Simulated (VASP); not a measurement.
A run of VASP 6.6.1 is set up as follows.

Contents of INCAR:

```
SYSTEM = Sb
ALGO     = Normal         ! electronic algorithm
EDIFF    = 1E-7           ! SCF threshold, eV
EDIFFG   = -0.01          ! ionic threshold
ENCUT    = 500            ! plane-wave cutoff, eV
GGA      = RP             ! functional
GGA_COMPAT= .FALSE.      
IBRION   = 2              ! ionic algorithm
ISIF     = 3              ! what is computed and relaxed
ISMEAR   = -1             ! smearing method
LASPH    = .TRUE.         ! aspherical terms in the spheres
LCHARG   = .FALSE.        ! write CHGCAR
LREAL    = .FALSE.        ! projectors in reciprocal space
LWAVE    = .FALSE.        ! write WAVECAR
NELM     = 120            ! most SCF steps
NELMIN   = 4            
NSW      = 80             ! ionic steps
PREC     = Accurate       ! precision mode
SIGMA    = 0.1            ! smearing width, eV
```

Contents of KPOINTS:

```
k-points
0
G
  11 11 11
  0 0 0
```

Contents of POSCAR:

```
Sb
1.0
    0.0000000000      2.3864604735      2.3864604735
    2.3864604735      0.0000000000      2.3864604735
    2.3864604735      2.3864604735      0.0000000000
Sb
1
Direct
    0.0000000000      0.0000000000      0.0000000000
```

Potentials or basis: VASP PAW PBE potentials, release 64 (Sb).

Launch:

```console
$ cat potpaw_PBE.64/Sb/POTCAR > POTCAR
$ mpirun -np 1 vasp_std > vasp.out
```

Q: Estimate the relaxed cell.

A: a = 3.407 Å, b = 3.407 Å, c = 3.407 Å, α = 60.00°, β = 60.00°, γ = 60.00°.

Q: What does it give for the relaxed volume?

A: 27.96 Å³/atom.

Q: Predict the space group after relaxing (to 0.05 Å).

A: Fm-3m (No. 225).

Final structure:
```cif
data_structure
_symmetry_space_group_name_H-M 'P 1'
_symmetry_Int_Tables_number 1
_cell_length_a 3.4067
_cell_length_b 3.4067
_cell_length_c 3.4067
_cell_angle_alpha 60.000
_cell_angle_beta 60.000
_cell_angle_gamma 60.000
_cell_volume 27.96
loop_
_atom_site_label
_atom_site_type_symbol
_atom_site_fract_x
_atom_site_fract_y
_atom_site_fract_z
_atom_site_occupancy
Sb1 Sb 0.00000 0.00000 0.00000 1
```

Caveat: the PAW data sets were made with another functional, which shifts forces and pressure a little.
